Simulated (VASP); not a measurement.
## ReBi (zincblende type): single point with PBE

ReBi (zincblende type):

```xyz
2
Lattice="0.0000 2.7373 2.7373 2.7373 0.0000 2.7373 2.7373 2.7373 0.0000" Properties=species:S:1:pos:R:3 pbc="T T T"
Re    0.0000    0.0000    0.0000
Bi    1.3686    1.3686    1.3686
```

| Item | Value |
| --- | --- |
| Program | VASP 6.6.1 |
| Task | single point |
| Functional | PBE |
| Potentials or basis | VASP PAW PBE potentials, release 64 (Re, Bi_d) |
| Cutoff | 520 eV |
| k mesh | 11 × 11 × 11 |
| Occupations | fermi-dirac, width 0.1 eV |
| Spin | no spin polarisation |

```json
{"Pressure": "76.5 GPa"}
```

Levels at points of the mesh, in eV from the Fermi level:
```tsv
k point	band 8	band 9	band 10	band 11	band 12	band 13	band 14	band 15
(0.00, 0.00, 0.00)	-3.76	-3.76	-0.41	-0.41	4.27	8.16	8.16	8.16
```

Run time: 55 s on 1 thread of Intel(R) Xeon(R) Platinum 8488C (Sapphire Rapids) (shared host), peak memory 0.19 GiB.

Caveat: the cell stands under pressure; spin-orbit coupling is left out, which moves the levels of the heavy elements.
